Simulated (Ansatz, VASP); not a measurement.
This is a calculation of La for Ansatz 0.2.0.

The input input.yaml:

```yaml
crystal:
  lattice:
    - [3.7248314564, 0.0, 0.0]
    - [-1.8624157282, 3.2257986661, 0.0]
    - [0.0, 0.0, 6.0292605175]
  atoms:
    - { symbol: La, position: [0.6666666667, 0.3333333333, 0.75] }
    - { symbol: La, position: [0.3333333333, 0.6666666667, 0.25] }
kpoints:
  mp_grid: { grid: [8, 8, 5] }
scf:
  occupations: { method: fermi_dirac, width: 0.05 }
hamiltonian:
  xc: pbesol
  pseudopotentials: { kind: all_electron, lapw: { basis_error: 0.0005 } }
output:
  forces: true
  stress: true
  eigenvalues: true
```

Potentials or basis: all-electron LAPW, scalar-relativistic.

Launch:

```bash
$ ansatz run input.yaml --threads 2 --pin off --max-ram 6144MiB --backend cpu --events-out ev --progress --plain --runs-dir out
```

Task: Translate it to VASP 6.6.1. Potentials there: VASP PAW PBE potentials, release 64 (La).

Result: As run (the cutoff follows the program's own potentials):

The input INCAR:

```
SYSTEM = La
  PREC = Accurate
  ENCUT = 520
  EDIFF = 1E-6
  ISMEAR = -1
  SIGMA = 0.05
  LREAL = .FALSE.
  LASPH = .TRUE.
  NELM = 80
  ALGO = Fast
  ISIF = 2
  LWAVE = .FALSE.
  LCHARG = .TRUE.
  GGA = PS
  LELF = .TRUE.
  LVHAR = .TRUE.
  NBANDS = 18
```

KPOINTS

```
Automatic mesh
0
G
  8 8 5
  0 0 0
```

POSCAR

```
La
1.0
    3.7248314564      0.0000000000      0.0000000000
   -1.8624157282      3.2257986661      0.0000000000
    0.0000000000      0.0000000000      6.0292605175
La
2
Direct
    0.6666666667      0.3333333333      0.7500000000
    0.3333333333      0.6666666667      0.2500000000
```

Potentials or basis: VASP PAW PBE potentials, release 64 (La).

The run is started by

```console
$ cat potpaw_PBE.64/La/POTCAR > POTCAR
$ mpirun -np 1 vasp_std > vasp.out
```

Both were run:

|  | VASP | Ansatz | Ansatz less VASP |
| --- | --- | --- | --- |
| gap on the k mesh at the Fermi level (eV) | none | none | - |
| pressure (GPa) | -0.9 | -1.0 | -0.03 |
| traceless stress, the component that is largest in VASP (GPa) | -0.15 | -0.16 | -0.006 |

VASP's potentials were made for PBE, not for PBEsol. A gap of «none» marks a metal or a gap that the smearing closes. Ansatz ran all-electron here, and VASP with PAW potentials.

Spin-orbit coupling is off throughout.
